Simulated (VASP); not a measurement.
**GaMo: relaxation of cell and atoms with PBE**

Crystal: GaMo.

```
Ga Mo
1.0
     4.38936    0.00000    0.00000
     0.00000    4.38936    0.00000
     0.00000    0.00000    6.26349
Ga Mo
3 3
Direct
  0.50000 0.00000 0.25559
  0.00000 0.50000 0.25559
  0.50000 0.50000 0.60462
  0.50000 0.00000 0.56011
  0.00000 0.50000 0.56011
  0.50000 0.50000 0.94932
```

The cell was generated, and may not be a known phase.

```
Program                : VASP 6.6.1
Task                   : relaxation of cell and atoms
Functional             : PBE
Potentials or basis    : VASP PAW PBE potentials, release 64 (Ga_d, Mo_sv)
Cutoff                 : 600 eV
k mesh                 : 4 × 4 × 3
Occupations            : gaussian, width 0.2 eV
Spin                   : no spin polarisation
Dipole correction      : no
Further INCAR settings : ALGO = Fast; EDIFF = 1e-07; IBRION = 2; EDIFFG = -0.08; NSW = 36; ISIF = 3
```

- Relaxed volume: 18.67 Å³/atom
- Relaxed cell: a = 4.479 Å, b = 4.479 Å, c = 5.585 Å, α = 90.00°, β = 90.00°, γ = 90.00°
- Space group after relaxing (to 0.1 Å): P4mm (No. 99)
- Pressure after relaxing: 0.1 GPa
- Largest force after relaxing: 0.042 eV/Å
- Band gap on the k mesh: zero (an odd number of electrons rules out a gap without spin polarisation)

Forces on the atoms (eV/Å):
```
Ga   0.000  0.000 -0.014
Ga   0.000  0.000 -0.014
Ga   0.000  0.000 -0.015
Mo   0.000  0.000  0.042
Mo   0.000  0.000  0.042
Mo   0.000  0.000 -0.041
```

Stress tensor (GPa, compression positive):
```
 0.22  0.00  0.00
 0.00  0.22  0.00
 0.00  0.00 -0.28
```

Final structure:
```xyz
6
Lattice="4.4792 0.0000 0.0000 0.0000 4.4792 0.0000 0.0000 0.0000 5.5848" Properties=species:S:1:pos:R:3 pbc="T T T"
Ga    2.2396    0.0000    1.1350
Ga    0.0000    2.2396    1.1350
Ga    2.2396    2.2396    2.4493
Mo    2.2396    4.4792    3.9168
Mo    4.4792    2.2396    3.9168
Mo    2.2396    2.2396    5.2366
```

Levels at points of the mesh, in eV from the Fermi level:
```csv
k point,band 37,band 38,band 39,band 40,band 41,band 42,band 43,band 44,band 45,band 46
"(0.00, 0.00, 0.00)",-0.90,-0.55,-0.51,-0.14,-0.14,0.70,0.70,1.28,1.73,2.33
"(0.50, 0.00, 0.00)",-1.50,-0.97,-0.24,-0.10,-0.01,0.58,0.92,1.30,1.48,1.50
"(0.50, 0.50, 0.00)",-0.60,-0.60,-0.31,0.14,0.14,0.90,1.17,1.32,1.32,1.84
```

It took 47 min on 1 thread of Intel(R) Xeon(R) 6975P-C (Granite Rapids) (shared host), peak memory 0.31 GiB.

Caveat: the relaxation stopped at a loose force limit of 0.08 eV/Å, so its end isn't a converged minimum.
